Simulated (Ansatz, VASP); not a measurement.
## One calculation of CdSe, two programs

```xyz
4
Lattice="4.2475 0.0000 0.0000 -2.1237 3.6784 0.0000 0.0000 0.0000 6.9418" Properties=species:S:1:pos:R:3 pbc="T T T"
Cd    2.1237    1.2261    3.4727
Cd    0.0000    2.4523    6.9437
Se    2.1237    1.2261    6.0783
Se    0.0000    2.4523    2.6073
```

Alike in both runs: functional LDA; k mesh 15 × 15 × 8; occupations gaussian, width 0.02 eV; no spin polarisation.

Ansatz relaxed the structure, and its values are those at the end. VASP's run is a single point on that final structure, the one shown.

|  | VASP | Ansatz |
| --- | --- | --- |
| version | VASP 6.6.1 | Ansatz 0.2.0 |
| potentials or method | VASP PAW LDA potentials, release 64 (Cd, Se), cutoff 520 eV | scalar-relativistic, plane waves, PAW |
| valence electrons in the cell | 36 | 72 |

```csv
,VASP,Ansatz,Ansatz less VASP
gap on the k mesh at the Fermi level (eV),0.50,0.46,-0.032
least direct gap on the mesh (eV),0.50,0.46,-0.032
pressure (GPa),0.5,0.0,-0.49
```

Ansatz warns that its potentials were made for another functional, while VASP's fit it. LDA's correlation is that of Perdew and Zunger in VASP and of Perdew and Wang (1992) in Ansatz. VASP's potentials hold 36 valence electrons a cell and Ansatz's 72, so a difference there can come from the potentials and not from the codes.
